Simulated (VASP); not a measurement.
CoO:

```
Co O
1.0
     0.00000    2.13150    2.13150
     2.13150    0.00000    2.13150
     4.26300    4.26300    0.00000
Co O
2 2
Direct
  0.00000 0.00000 0.00000
  0.00000 0.00000 0.50000
  0.50000 0.50000 0.25000
  0.50000 0.50000 0.75000
```

Base run:

| Property | Result |
| --- | --- |
| Program | VASP 6.6.1 |
| Functional | PBE |
| Potentials or basis | VASP PAW PBE potentials, release 64 (Co_sv, O) |
| Cutoff | 700 eV |
| k mesh | 8 × 8 × 8 |
| Occupations | gaussian, width 0.05 eV |
| Spin | collinear spin, ferromagnetic start |
| Starting moments | [2.8, 2.8, 0.32, 0.32] μB |
| Hubbard terms | Co d U = 1.0 eV |

Its results: band gap on the k mesh zero (filled and empty bands overlap); pressure -3.2 GPa; net moment 6.00 μB per cell; site moments Co +2.61; O +0.30 μB.

Question: The run is repeated on the same cell with these changes: moments at the start from [2.8, 2.8, 0.32, 0.32] to [2.54, 2.54, 0.32, 0.32]. What comes out?

Answer: Band gap on the k mesh zero (filled and empty bands overlap); pressure -2.0 GPa; net moment 6.00 μB per cell; site moments Co +2.61; O +0.30 μB.

Caveats: the cell stands under tension (at least some runs).
